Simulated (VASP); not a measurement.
Here is a VASP 6.6.1 calculation.

POSCAR

```
Mo
1.0
    2.9614044746      0.0000000000      0.0000000000
    0.0000000000      2.9614044746      0.0000000000
    0.0000000000      0.0000000000      2.9614044746
Mo
2
Direct
    0.0000000000      0.0000000000      0.0000000000
    0.5000000000      0.5000000000      0.5000000000
```

Contents of INCAR.step1:

```
SYSTEM = Mo
PREC     = Accurate       ! precision mode
ENCUT    = 520            ! plane-wave cutoff, eV
ISMEAR   = 0              ! smearing method
SIGMA    = 0.1            ! smearing width, eV
LREAL    = .False.        ! projectors in reciprocal space
LASPH    = .True.         ! aspherical terms in the spheres
NELM     = 60             ! most SCF steps
NBANDS   = 21             ! bands
GGA      = PE             ! functional
ALGO     = Normal         ! electronic algorithm
EDIFF    = 1E-4           ! SCF threshold, eV
LWAVE    = .True.         ! write WAVECAR
LCHARG   = .False.        ! write CHGCAR
```

INCAR.step2

```
SYSTEM = Mo
PREC     = Accurate       ! precision mode
ENCUT    = 520            ! plane-wave cutoff, eV
EDIFF    = 1E-7           ! SCF threshold, eV
ISMEAR   = 0              ! smearing method
SIGMA    = 0.1            ! smearing width, eV
LREAL    = .False.        ! projectors in reciprocal space
LASPH    = .True.         ! aspherical terms in the spheres
NELM     = 60             ! most SCF steps
ALGO     = Normal         ! electronic algorithm
ISIF     = 2              ! what is computed and relaxed
LWAVE    = .False.        ! write WAVECAR
LCHARG   = .True.         ! write CHGCAR
METAGGA  = R2SCAN         ! meta-GGA
LMIXTAU  = .True.       
LELF     = .True.         ! ELF
LVHAR    = .True.       
NBANDS   = 21             ! bands
ISTART   = 1
```

The input KPOINTS:

```
regular mesh
0
Gamma
  16 16 16
  0 0 0
```

Potentials or basis: VASP PAW PBE potentials, release 64 (Mo_sv).

Run with:

```bash
$ cat potpaw_PBE.64/Mo_sv/POTCAR > POTCAR
$ cp INCAR.step1 INCAR
$ mpirun -np 1 vasp_std > vasp.out
$ cp INCAR.step2 INCAR
$ mpirun -np 1 vasp_std > vasp.out
```

Q: Estimate the pressure.

A: 75.8 GPa.

Q: Estimate the band gap on the k mesh.

A: Zero (bands 14 and 15 overlap by 3.25 eV).

Caveat: the cell differs from its parent crystal (equal strain along all axes, cell held: -6.0 %); the cell stands under pressure; the PAW data sets were made with another functional, which shifts forces and pressure a little.
